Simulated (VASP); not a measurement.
## Ta: relaxation of cell and atoms with PBE

Crystal: Ta.

```
CELL_PARAMETERS angstrom
-1.65500 1.65500 1.65500
1.65500 -1.65500 1.65500
1.65500 1.65500 -1.65500
ATOMIC_POSITIONS crystal
Ta 0.00000 0.00000 0.00000
```

| Quantity | Value |
| --- | --- |
| Program | VASP 6.6.1 |
| Task | relaxation of cell and atoms |
| Functional | PBE |
| Potentials or basis | VASP PAW PBE potentials, release 64 (Ta_pv) |
| Cutoff | 600 eV |
| k mesh | 16 × 16 × 16 |
| Occupations | gaussian, width 0.1 eV |
| Spin | no spin polarisation |
| Dipole correction | no |
| Further INCAR settings | ALGO = Fast; EDIFF = 1e-06; IBRION = 2; EDIFFG = -0.005; NSW = 80; ISIF = 3 |

- Relaxed volume: 18.32 Å³/atom
- Relaxed cell: a = 2.877 Å, b = 2.877 Å, c = 2.877 Å, α = 109.47°, β = 109.47°, γ = 109.47°
- Space group after relaxing (to 0.05 Å): Im-3m (No. 229)
- Energy gained by relaxing: 1.2 meV/atom
- Ionic steps: 3
- Pressure after relaxing: 0.0 GPa

Step by step:
```tsv
step	energy change (eV)	largest force (eV/Å)	pressure (GPa)	volume (Å³)
1	0.0000	0.0000	2.03	18.13
2	0.0045	0.0000	-4.26	18.74
3	-0.0012	0.0000	0.01	18.32
```

Final structure:
```yaml
crystal:
  lattice:
    - [-1.66076, 1.66076, 1.66076]
    - [1.66076, -1.66076, 1.66076]
    - [1.66076, 1.66076, -1.66076]
  atoms:
    - { symbol: Ta, position: [0.00000, 0.00000, 0.00000] }
```

Levels at points of the mesh, in eV from the Fermi level:
| k point | band 2 | band 3 | band 4 | band 5 | band 6 | band 7 | band 8 | band 9 |
| --- | --- | --- | --- | --- | --- | --- | --- | --- |
| (0.00, 0.00, 0.00) | -33.13 | -33.13 | -7.83 | 0.75 | 0.75 | 0.75 | 3.96 | 3.96 |
| (0.50, 0.00, 0.00) | -33.49 | -33.14 | -4.29 | -1.48 | 1.53 | 3.83 | 4.84 | 7.64 |
| (0.50, 0.50, 0.50) | -33.90 | -33.90 | -3.69 | -3.69 | 6.71 | 6.71 | 6.71 | 8.52 |

Wall time 72 s on 1 thread of Intel Xeon 8259CL (shared host), peak memory 0.17 GiB.

Caveat: spin-orbit coupling is left out, which moves the levels of the heavy elements.
